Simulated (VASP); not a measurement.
Input of a VASP 6.6.1 run:

The input POSCAR:

```
NaI
1.0
    0.0121365000      3.2364000000      3.2364000000
    3.2485365000      0.0000000000      3.2485365000
    3.2364000000      3.2364000000      0.0121365000
Na I
1 1
Direct
    0.0000000000      0.0000000000      0.0000000000
    0.5000000000      0.5000000000      0.5000000000
```

INCAR.step1

```
PREC = Accurate
ENCUT = 520
ISMEAR = 0
SIGMA = 0.05
LREAL = F
LASPH = T
NELM = 100
NBANDS = 14
GGA = PE
ALGO = Normal
EDIFF = 1E-4
LWAVE = T
LCHARG = F
```

File INCAR.step2:

```
PREC = Accurate
ENCUT = 520
EDIFF = 1E-6
ISMEAR = 0
SIGMA = 0.05
LREAL = F
LASPH = T
NELM = 100
ALGO = Normal
ISIF = 2
LWAVE = F
LCHARG = F
METAGGA = R2SCAN
LMIXTAU = T
NBANDS = 14
ISTART = 1
```

KPOINTS

```
Automatic mesh
0
Gamma
  6 6 6
```

Potentials or basis: VASP PAW PBE potentials, release 64 (Na_pv, I).

Launch:

```console
$ cat potpaw_PBE.64/Na_pv/POTCAR potpaw_PBE.64/I/POTCAR > POTCAR
$ cp INCAR.step1 INCAR
$ mpirun -np 1 vasp_std > vasp.out
$ cp INCAR.step2 INCAR
$ mpirun -np 1 vasp_std > vasp.out
```

**Question.** Predict the band gap on the k mesh.

**Answer.** 4.42 eV.

**Question.** Predict the pressure.

**Answer.** -0.2 GPa.

Stress tensor (GPa, compression positive):
```
-0.18  0.00 -0.06
 0.00 -0.18  0.00
-0.06  0.00 -0.18
```

Caveat: the cell differs from its parent crystal (strain +0.0075 x Voigt [0, 0, 0, 0, 1, 0]); the PAW data sets were made with another functional, which shifts forces and pressure a little; spin-orbit coupling is left out, which moves the levels of the heavy elements.
